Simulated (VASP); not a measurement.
Here is a VASP 6.6.1 calculation.

File INCAR:

```
SYSTEM = CuO
  ALGO = Normal
  EDIFF = 1E-6
  ENCUT = 600
  GGA = LIBXC
  GGA_COMPAT = .False.
  ISIF = 2
  ISMEAR = -1
  LASPH = .True.
  LCHARG = .False.
  LIBXC1 = GGA_X_B88
  LIBXC2 = GGA_C_PBE
  LREAL = .False.
  LWAVE = .False.
  NBANDS = 25
  NELM = 120
  PREC = Accurate
  SIGMA = 0.05
```

File KPOINTS:

```
k-points
0
Gamma
  10 10 5
  0 0 0
```

POSCAR

```
CuO
1.0
    2.3418500000     -1.7113000000      0.0000000000
    2.3418500000      1.7113000000      0.0000000000
   -0.8500274268      0.0000000000      5.0578693947
Cu O
2 2
Direct
    0.5000000000      0.0000000000      0.5000000000
    0.0000000000      0.5000000000      0.0000000000
    0.4184000000      0.5816000000      0.7500000000
    0.5816000000      0.4184000000      0.2500000000
```

Potentials or basis: VASP PAW PBE potentials, release 64 (Cu, O).

Run with:

```bash
$ cat potpaw_PBE.64/Cu/POTCAR potpaw_PBE.64/O/POTCAR > POTCAR
$ mpirun -np 1 vasp_std > vasp.out
```

(1) What does it give for the largest force?

(2) Predict the pressure.

Answers

(1) 0.225 eV/Å.

(2) 5.8 GPa.

Caveat: the cell stands under pressure; the PAW data sets were made with another functional, which shifts forces and pressure a little.
